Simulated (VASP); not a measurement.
Crystal: BiTe.

```
CELL_PARAMETERS angstrom
2.42271 1.39875 3.31729
-2.42271 1.39875 3.31729
0.00000 -2.79750 3.31729
ATOMIC_POSITIONS crystal
Bi 0.50000 0.50000 0.50000
Te 0.00000 0.00000 0.00000
```

```yaml
Program: VASP 6.6.1
Task: relaxation of cell and atoms
Functional: LDA
Potentials_or_basis: VASP PAW LDA potentials, release 64 (Bi_d, Te)
Cutoff: 600 eV
k_mesh: 7 × 7 × 7
Occupations: fermi-dirac, width 0.05 eV
Spin: no spin polarisation
```

At the start: pressure -3.3 GPa; volume 33.72 Å³/atom.

Problem. Where does the relaxation end?

Solution. Over 12 steps the energy falls by 25.1 meV/atom and the volume is 31.35 Å³/atom (-7.0 %); space group R-3m (No. 166, to 0.05 Å).

Step by step:
```tsv
step	energy change (eV)	largest force (eV/Å)	pressure (GPa)	volume (Å³)
1	0.0000	0.0000	-3.35	67.45
2	-0.0297	0.0000	2.46	60.80
3	-0.0474	0.0000	-0.03	63.19
4	-0.0474	0.0000	-0.04	63.11
5	-0.0428	0.0000	1.19	61.95
6	-0.0473	0.0000	0.12	63.02
7	-0.0481	0.0000	-0.12	63.23
8	-0.0483	0.0000	-0.35	63.42
9	-0.0488	0.0000	-0.32	63.32
10	-0.0498	0.0000	-0.18	63.01
11	-0.0498	0.0000	0.10	62.39
12	-0.0501	0.0000	-0.03	62.70
```

Final structure:
```xyz
2
Lattice="2.3908 1.3803 3.1668 -2.3908 1.3803 3.1668 0.0000 -2.7606 3.1668" Properties=species:S:1:pos:R:3 pbc="T T T"
Bi    0.0000    0.0000    4.7502
Te    0.0000    0.0000    0.0000
```
